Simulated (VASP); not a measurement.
Set up this calculation in VASP 6.6.1, as the native input.

| Quantity | Value |
| --- | --- |
| Task | single point |
| Functional | LDA |
| Potentials or basis | VASP PAW LDA potentials, release 64 (Ti_sv) |
| Cutoff | 520 eV |
| k mesh | 20 × 20 × 20 |
| Occupations | gaussian, width 0.15 eV |
| Spin | no spin polarisation |
| Dipole correction | no |
| Further INCAR settings | ALGO = Fast; EDIFF = 1e-06; NBANDS = 12 |

The structure of Ti lies in POSCAR:

```
Ti
1.0
    0.0000000000      2.0705527208      2.0005340298
    2.0355433753      0.0000000000      2.0005340298
    2.0355433753      2.0705527208      0.0000000000
Ti
1
Direct
    0.0000000000      0.0000000000      0.0000000000
```

This cell differs from its parent crystal: normal strain along x +0.0175, normal strain along y +0.0350.

One way to write it, as run:

INCAR

```
ALGO     = Fast           # electronic algorithm
EDIFF    = 1E-6           # SCF threshold, eV
ENCUT    = 520            # plane-wave cutoff, eV
GGA      = CA             # functional
ISIF     = 2              # what is computed and relaxed
ISMEAR   = 0              # smearing method
LASPH    = True           # aspherical terms in the spheres
LCHARG   = False          # write CHGCAR
LREAL    = False          # projectors in reciprocal space
LWAVE    = False          # write WAVECAR
NBANDS   = 12             # bands
NELM     = 100            # most SCF steps
PREC     = Accurate       # precision mode
SIGMA    = 0.15           # smearing width, eV
```

KPOINTS

```
k-points
0
Gamma
  20 20 20
```

Potentials or basis: VASP PAW LDA potentials, release 64 (Ti_sv).

Run with:

```bash
$ cat potpaw_LDA.64/Ti_sv/POTCAR > POTCAR
$ mpirun -np 1 vasp_std > vasp.out
```

Results of the run:

```
Pressure               : -6.3 GPa
Band gap on the k mesh : zero (band 6 reaches 9.08 eV, above the bottom of band 7 at 7.84 eV)
```

Caveat: the cell differs from its parent crystal (normal strain along x +0.0175, normal strain along y +0.0350).

Wall time 5.4 min on 1 thread of Intel(R) Xeon(R) Platinum 8375C CPU @ 2.90GHz (Ice Lake), on a shared host, peak memory 0.32 GiB.
